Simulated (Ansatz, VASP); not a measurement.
One calculation of SiC, two programs

The input INCAR:

```
ALGO = Normal
EDIFF = 1E-7
ENCUT = 520
GGA = PE
ISIF = 2
ISMEAR = 0
LASPH = T
LCHARG = T
LELF = T
LREAL = F
LVHAR = T
LWAVE = F
NBANDS = 26
NELM = 80
PREC = Accurate
SIGMA = 0.01
```

Contents of KPOINTS:

```
k-points
0
Gamma
  12 12 2
```

POSCAR

```
SiC
1.0
    3.0756941500      0.0000000000      0.0000000000
   -1.5378470700      2.6636292700      0.0000000000
    0.0000000000      0.0000000000     10.0706464800
Si C
4 4
Direct
    0.6666666685      0.3333333283      0.9378419795
    0.3333333264      0.6666666679      0.4378419795
    0.0000000000      0.0000000000      0.6878943803
    0.0000000000      0.0000000000      0.1878943803
    0.6666666685      0.3333333283      0.7498025896
    0.3333333264      0.6666666679      0.2498025896
    0.0000000000      0.0000000000      0.5004600499
    0.0000000000      0.0000000000      0.0004600499
```

Input for Ansatz:

```yaml
crystal:
  lattice:
    - [3.07569415, 0.0, 0.0]
    - [-1.53784707, 2.66362927, 0.0]
    - [0.0, 0.0, 10.07064648]
  atoms:
    - { symbol: Si, position: [0.6666666684988807, 0.3333333283276317, 0.9378419795349623] }
    - { symbol: Si, position: [0.3333333263726827, 0.666666667918092, 0.43784197953496223] }
    - { symbol: Si, position: [0.0, 0.0, 0.6878943803417077] }
    - { symbol: Si, position: [0.0, 0.0, 0.18789438034170772] }
    - { symbol: C, position: [0.6666666684988807, 0.3333333283276317, 0.749802589634742] }
    - { symbol: C, position: [0.3333333263726827, 0.666666667918092, 0.24980258963474208] }
    - { symbol: C, position: [0.0, 0.0, 0.5004600499093281] }
    - { symbol: C, position: [0.0, 0.0, 0.00046004990932816455] }
basis:
  ecutwfc: 462.593566181796
kpoints:
  mp_grid:
    grid: [12, 12, 2]
hamiltonian:
  xc: pbe
  pseudopotentials:
    kind: paw
scf:
  occupations:
    method: fixed
output:
  eigenvalues: true
```

Alike in both runs: task single point; functional PBE; k mesh 12 × 12 × 2; no spin polarisation.

|  | VASP | Ansatz |
| --- | --- | --- |
| version | VASP 6.6.1 | Ansatz 0.2.0 |
| potentials or method | VASP PAW PBE potentials, release 64 (Si, C), cutoff 520 eV | plane waves, PAW |
| occupations | gaussian, width 0.01 eV | fixed |
| valence electrons in the cell | 32 | 32 |

|  | VASP | Ansatz | Ansatz less VASP |
| --- | --- | --- | --- |
| gap on the k mesh at the Fermi level (eV) | 2.23 | 2.23 | +0.002 |
